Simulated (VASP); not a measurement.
A run of VASP 6.6.1 is set up as follows.

The input INCAR:

```
PREC     = Accurate       # precision mode
ENCUT    = 520            # plane-wave cutoff, eV
EDIFF    = 1E-6           # SCF threshold, eV
ISMEAR   = 0              # smearing method
SIGMA    = 0.1            # smearing width, eV
LREAL    = F              # projectors in reciprocal space
LASPH    = T              # aspherical terms in the spheres
NELM     = 100            # most SCF steps
ALGO     = Normal         # electronic algorithm
ISIF     = 2              # what is computed and relaxed
LWAVE    = F              # write WAVECAR
LCHARG   = F              # write CHGCAR
GGA      = PE             # functional
NBANDS   = 21             # bands
```

File KPOINTS:

```
Automatic mesh
0
Gamma
  10 10 10
```

Contents of POSCAR:

```
BeS4
1.0
   -2.7531230612      2.7531230612      2.7531230612
    2.7531230612     -2.7531230612      2.7531230612
    2.7531230612      2.7531230612     -2.7531230612
Be S
1 4
Direct
    0.0000000000      0.0000000000      0.0000000000
    0.0000000000      0.0000000000      0.5000000000
    0.0000000000      0.5000000000      0.0000000000
    0.5000000000      0.0000000000      0.0000000000
    0.5000000000      0.5000000000      0.5000000000
```

Potentials or basis: VASP PAW PBE potentials, release 64 (Be, S).

Launch:

```console
$ cat potpaw_PBE.64/Be/POTCAR potpaw_PBE.64/S/POTCAR > POTCAR
$ mpirun -np 1 vasp_std > vasp.out
```

**Question.** What does it give for the pressure?

**Answer.** -0.1 GPa.

**Question.** Estimate the band gap on the k mesh.

**Answer.** Zero (band 13 reaches 7.50 eV, above the bottom of band 14 at 4.12 eV).
